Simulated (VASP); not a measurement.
Set up this calculation in VASP 6.6.1, as the native input.

| Property | Result |
| --- | --- |
| Task | single point |
| Functional | LDA |
| Potentials or basis | VASP PAW LDA potentials, release 64 (Pt) |
| Cutoff | 520 eV |
| k mesh | 6 × 6 × 6 |
| Occupations | fermi-dirac, width 0.1 eV |
| Spin | no spin polarisation |
| Dipole correction | no |
| Further INCAR settings | ALGO = Normal; EDIFF = 1e-06; NBANDS = 22 |

The structure of Pt lies in POSCAR:

```
Pt
1.0
    3.8930000000      0.0000000000      0.0000000000
    0.0000000000      3.8930000000      0.0000000000
    0.0000000000      0.0000000000      3.8930000000
Pt
3
Direct
    0.0000000000      0.5000000000      0.5000000000
    0.5000000000      0.0000000000      0.5000000000
    0.5000000000      0.5000000000      0.0000000000
```

These files were run (other wordings do the same):

INCAR

```
SYSTEM = Pt
PREC = Accurate
ENCUT = 520
EDIFF = 1E-6
ISMEAR = -1
SIGMA = 0.1
LREAL = .False.
LASPH = .True.
NELM = 80
ALGO = Normal
ISIF = 2
LWAVE = .False.
LCHARG = .False.
GGA = CA
NBANDS = 22
```

KPOINTS

```
Automatic mesh
0
Gamma
  6 6 6
  0 0 0
```

Potentials or basis: VASP PAW LDA potentials, release 64 (Pt).

Run with:

```console
$ cat potpaw_LDA.64/Pt/POTCAR > POTCAR
$ mpirun -np 1 vasp_std > vasp.out
```

Results of the run:

```yaml
Pressure: -22.6 GPa
Band_gap_on_the_k_mesh: zero (band 15 reaches 7.81 eV, above the bottom of band 16 at 6.23 eV)
```

Caveat: spin-orbit coupling is left out, which moves the levels of the heavy elements.

Wall time 22 s on 1 thread of Intel Xeon 6455B, on a shared host, peak memory 0.15 GiB.
